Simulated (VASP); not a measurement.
# TaC (Fm-3m) in VASP: further runs, part 3 of 3

VASP 6.6.1.

### Step 5. Electric field gradients, PBE

This run uses another cell than the first one, of 10.99 Å³/atom, 1.333 times its volume.

Input file INCAR:

```
PREC = Accurate
ENCUT = 520
EDIFF = 1E-8
ISMEAR = -1
SIGMA = 0.05
LREAL = False
LASPH = True
NELM = 120
ALGO = Normal
ISIF = 2
LWAVE = False
LCHARG = False
GGA = PE
LEFG = True
NBANDS = 14
GGA_COMPAT = False
```

Input file KPOINTS:

```
regular mesh
0
Gamma
  14 14 14
```

Input file POSCAR:

```
TaC
1.0
    0.0000000000      2.2230000000      2.2230000000
    2.2230000000      0.0000000000      2.2230000000
    2.2230000000      2.2230000000      0.0000000000
Ta C
1 1
Direct
    0.0000000000      0.0000000000      0.0000000000
    0.5000000000      0.5000000000      0.5000000000
```

Potentials or basis: VASP PAW PBE potentials, release 64 (Ta_pv, C).

On the command line:

```bash
cat potpaw_PBE.64/Ta_pv/POTCAR potpaw_PBE.64/C/POTCAR > POTCAR
mpirun -np 1 vasp_std > vasp.out
```

OUTCAR:

```text
PREC = Accurate
   ENCUT = 520
   EDIFF = 1E-8
   ISMEAR = -1
   LREAL = False
   LASPH = True
   NELM = 120
   ISIF = 2
   GGA = PE

 ion  position               nearest neighbor table
   1  0.000  0.000  0.000-   2 2.22   2 2.22   2 2.22   2 2.22   2 2.22   2 2.22
   2  0.500  0.500  0.500-   1 2.22   1 2.22   1 2.22   1 2.22   1 2.22   1 2.22

  LATTYP: Found a face centered cubic cell.
 ALAT       =     4.4460000000

  Lattice vectors:

 A1 = (   0.0000000000,   2.2230000000,   2.2230000000)
 A2 = (   2.2230000000,   0.0000000000,   2.2230000000)
 A3 = (   2.2230000000,   2.2230000000,   0.0000000000)

Analysis of symmetry for initial positions (statically):
[... 33 lines left out ...]
                                     Primitive cell

  volume of cell :      21.9709

  direct lattice vectors                    reciprocal lattice vectors
     0.000000000  2.223000000  2.223000000    -0.224921278  0.224921278  0.224921278
     2.223000000  0.000000000  2.223000000     0.224921278 -0.224921278  0.224921278
     2.223000000  2.223000000  0.000000000     0.224921278  0.224921278 -0.224921278

  length of vectors
     3.143796749  3.143796749  3.143796749     0.389575080  0.389575080  0.389575080

  position of ions in fractional coordinates (direct lattice)
     0.000000000  0.000000000  0.000000000
     0.500000000  0.500000000  0.500000000

  ion indices of the primitive-cell ions
   primitive index   ion index
                 1           1
                 2           2

----------------------------------------------------------------------------------------

 KPOINTS: regular mesh

Automatic generation of k-mesh.
 Grid dimensions read from file:
[... 129 lines left out ...]
      9       7.9685      1.99997
     10       7.9685      1.99997
     11       9.1241      0.00001
     12       9.1241      0.00001
     13      15.1051      0.00000
     14      18.5166      0.00000
[... 377 lines left out ...]
      1     -26.9494      2.00000
      2     -26.6771      2.00000
      3     -26.6652      2.00000
      4      -4.6369      2.00000
      5       2.6552      2.00000
      6       4.4165      2.00000
      7       5.1119      2.00000
      8       7.2382      2.00000
      9      10.0023      0.00000
     10      10.8165      0.00000
     11      12.5194      0.00000
     12      14.7082      0.00000
     13      18.4160      0.00000
     14      21.4714      0.00000

 [... further k-points ...]
[... 5 lines left out ...]
  --------------------------------------------------------------------------------------
  -------------------------------------------------------------------------------------
  Total        1.0281121      1.0281121      1.0281121     -0.0000000      0.0000000     -0.0000000
  in kB       74.9726174     74.9726174     74.9726174     -0.0000000      0.0000000     -0.0000000
  external PRESSURE =      74.9726174 kB  Pullay stress =       0.0000000 kB

 VOLUME and BASIS-vectors are now :
 -----------------------------------------------------------------------------
  energy-cutoff  :      520.00
  volume of cell :       21.97
      direct lattice vectors                 reciprocal lattice vectors
     0.000000000  2.223000000  2.223000000    -0.224921278  0.224921278  0.224921278
     2.223000000  0.000000000  2.223000000     0.224921278 -0.224921278  0.224921278
     2.223000000  2.223000000  0.000000000     0.224921278  0.224921278 -0.224921278

 POSITION                                       TOTAL-FORCE (eV/Angst)
 -----------------------------------------------------------------------------------
      0.00000      0.00000      0.00000        -0.000000      0.000000     -0.000000
      2.22300      2.22300      2.22300         0.000000      0.000000      0.000000
 -----------------------------------------------------------------------------------
    total drift:                                0.000000     -0.000000     -0.000000

  FREE ENERGIE OF THE ION-ELECTRON SYSTEM (eV)
  ---------------------------------------------------
  free  energy   TOTEN  =       -22.1896164683 eV

  energy  without entropy=      -22.1826992112  energy(sigma->0) =      -22.18615784

 Electric field gradients (V/A^2)
---------------------------------------------------------------------
 ion       V_xx      V_yy      V_zz      V_xy      V_xz      V_yz
---------------------------------------------------------------------
   1      -0.000    -0.000    -0.000    -0.000    -0.000    -0.000
   2       0.000     0.000    -0.000     0.000     0.000     0.000
---------------------------------------------------------------------

 Electric field gradients after diagonalization (V/A^2)
 (convention: |V_zz| > |V_xx| > |V_yy|)
----------------------------------------------------------------------
 ion       V_xx      V_yy      V_zz     asymmetry (V_yy - V_xx)/ V_zz
----------------------------------------------------------------------
   1       0.000     0.000    -0.001       0.000
   2      -0.000    -0.000     0.001       0.000
----------------------------------------------------------------------

           NMR quadrupolar parameters

 Cq : quadrupolar parameter    Cq=e*Q*V_zz/h
 eta: asymmetry parameters     (V_yy - V_xx)/ V_zz
 Q  : nuclear electric quadrupole moment in mb (millibarn)
----------------------------------------------------------------------
 ion       Cq(MHz)       eta       Q (mb)
----------------------------------------------------------------------
   1      -0.000       0.000       1.000
   2       0.000       0.000       1.000
----------------------------------------------------------------------
```

OSZICAR:

```text
N       E                     dE             d eps       ncg     rms          rms(c)
DAV:   1     0.798136700559E+02    0.79814E+02   -0.77521E+03  2912   0.105E+03
DAV:   2    -0.230335982571E+02   -0.10285E+03   -0.98136E+02  3566   0.285E+02
DAV:   3    -0.256548592812E+02   -0.26213E+01   -0.26050E+01  3488   0.415E+01
DAV:   4    -0.256679657443E+02   -0.13106E-01   -0.13105E-01  3326   0.332E+00
DAV:   5    -0.256680359648E+02   -0.70220E-04   -0.70220E-04  3530   0.228E-01    0.250E+01
DAV:   6    -0.222423638693E+02    0.34257E+01   -0.75096E+00  3356   0.252E+01    0.909E+00
DAV:   7    -0.222181013300E+02    0.24263E-01   -0.45020E-01  3674   0.492E+00    0.621E+00
DAV:   8    -0.221958978785E+02    0.22203E-01   -0.10180E-01  3374   0.254E+00    0.160E+00
DAV:   9    -0.221896175530E+02    0.62803E-02   -0.12975E-02  3302   0.782E-01    0.125E-01
DAV:  10    -0.221896381808E+02   -0.20628E-04   -0.75140E-04  3848   0.300E-01    0.298E-02
DAV:  11    -0.221896175937E+02    0.20587E-04   -0.41386E-05  3242   0.650E-02    0.727E-03
DAV:  12    -0.221896168546E+02    0.73915E-06   -0.42414E-06  3794   0.182E-02    0.218E-03
DAV:  13    -0.221896165261E+02    0.32845E-06   -0.48103E-08  3340   0.201E-03    0.220E-03
DAV:  14    -0.221896164616E+02    0.64482E-07   -0.39406E-08  3554   0.157E-03    0.184E-04
DAV:  15    -0.221896164683E+02   -0.67155E-08   -0.10317E-09  1954   0.335E-04
   1 F= -.22189616E+02 E0= -.22186158E+02  d E =-.691726E-02
```

stdout:

```text
POSCAR found type information on POSCAR TaC
 POSCAR found :  2 types and       2 ions
 scaLAPACK will be used
 LDA part: xc-table for (Slater+PW92), standard interpolation
 POSCAR, INCAR and KPOINTS ok, starting setup
 FFT: planning ... GRIDC
 FFT: planning ... GRID_SOFT
 FFT: planning ... GRID
 WAVECAR not read
 entering main loop
ion   1

ion   2
```

It took 32 s on 1 thread of Intel Xeon Platinum 8259CL at 2.50GHz (Skylake/Cascade Lake), shared host; peak memory 0.16 GiB.

Results:

* Free energy: -22.1896 eV
* Pressure: 7.5 GPa

Levels at points of the mesh, in eV from the Fermi level:
| k point | band 4 | band 5 | band 6 | band 7 | band 8 | band 9 | band 10 | band 11 | band 12 | band 13 |
| --- | --- | --- | --- | --- | --- | --- | --- | --- | --- | --- |
| (0.00, 0.00, 0.00) | -14.94 | -1.41 | -1.41 | -1.41 | -0.56 | -0.56 | -0.56 | 0.59 | 0.59 | 6.57 |
| (0.50, 0.00, 0.00) | -10.45 | -8.85 | -5.59 | -5.59 | 2.68 | 2.68 | 3.67 | 5.35 | 9.96 | 9.96 |
| (0.50, 0.50, 0.00) | -12.83 | -4.70 | -4.65 | -1.85 | -1.85 | 2.57 | 4.07 | 4.07 | 6.89 | 8.15 |

Caveat: without QUAD_EFG the Cq values of the log hold for a quadrupole moment of 1 mb, not for the nuclei; spin-orbit coupling is left out, which moves the levels of the heavy elements.

### Step 6. Summary

| cell | gap on the mesh (eV) | pressure (GPa) |
| --- | --- | --- |
| a = 2.856 Å, angles 60.0°, 2 atoms | none | 191.5 |
| a = 2.918 Å, angles 60.0°, 2 atoms | none | 132.7 |
| a = 2.978 Å, angles 60.0°, 2 atoms | none | 88.1 |
| a = 3.144 Å, angles 60.0°, 2 atoms | none | 7.5 |

Alike in all rows: task electric field gradients; level PBE; potentials or basis VASP PAW PBE potentials, release 64 (Ta_pv, C); no spin polarisation; k mesh 14 × 14 × 14; cutoff (eV) 520; smearing fermi-dirac 0.05 eV.

Caveats: spin-orbit coupling is left out, which moves the levels of the heavy elements.

Absolute energies hang on the potentials; compare differences alone.
